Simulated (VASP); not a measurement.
**TaN: single point with PBEsol**

The system is TaN.

```
CELL_PARAMETERS angstrom
0.00000 -2.18744 -2.18744
0.00000 2.18744 -2.18744
4.37489 0.00000 0.00000
ATOMIC_POSITIONS crystal
Ta 0.50000 0.50000 0.98608
Ta 0.00000 0.00000 0.51392
N 0.50000 0.50000 0.47017
N 0.00000 0.00000 0.02983
```

This cell differs from its parent crystal: mode 1 frozen in at -0.131 Å and mode 2 at +0.000 Å (largest displacements).

```
Program                : VASP 6.6.1
Task                   : single point
Functional             : PBEsol
Potentials or basis    : VASP PAW PBE potentials, release 64 (Ta_pv, N)
Cutoff                 : 520 eV
k mesh                 : 14 × 14 × 10
Occupations            : gaussian, width 0.15 eV
Spin                   : no spin polarisation
Dipole correction      : no
Further INCAR settings : ALGO = Normal; EDIFF = 1e-07; NBANDS = 24
```

```
Pressure               : 1.5 GPa
Largest force          : 1.326 eV/Å
Band gap on the k mesh : zero (band 16 reaches 11.14 eV, above the bottom of band 17 at 7.67 eV)
```

Forces on the atoms (eV/Å):
```
Ta  -1.326  0.000  0.000
Ta   1.326  0.000  0.000
N    0.420  0.000  0.000
N   -0.420  0.000  0.000
```

Stress tensor (GPa, compression positive):
```
11.17  0.00  0.00
 0.00 -3.36  0.00
 0.00  0.00 -3.36
```

Levels at points of the mesh, in eV from the Fermi level:
```
           k point  band 14  band 15  band 16  band 17  band 18  band 19
(0.00, 0.00, 0.00)    -3.56    -3.56    -1.95    -1.69    -1.69     0.21
(0.50, 0.00, 0.00)    -6.38     0.26     0.26     0.50     0.50     2.17
(0.50, 0.50, 0.00)    -4.53    -4.41    -4.41     2.50     2.50     3.82
(0.00, 0.00, 0.50)    -4.19    -4.19    -3.76     0.97     0.97     0.97
(0.50, 0.00, 0.50)    -7.39     1.79     1.79     2.07     2.07     2.16
(0.50, 0.50, 0.50)    -5.90    -1.25    -1.25     1.60     1.60     3.83
```

Run time: 3.1 min on 1 thread of AMD EPYC 7R13 Processor (Zen 3), with other jobs on the host, peak memory 0.27 GiB.

Caveat: the cell differs from its parent crystal (mode 1 frozen in at -0.131 Å and mode 2 at +0.000 Å (largest displacements)); the PAW data sets were made with another functional, which shifts forces and pressure a little; spin-orbit coupling is left out, which moves the levels of the heavy elements.
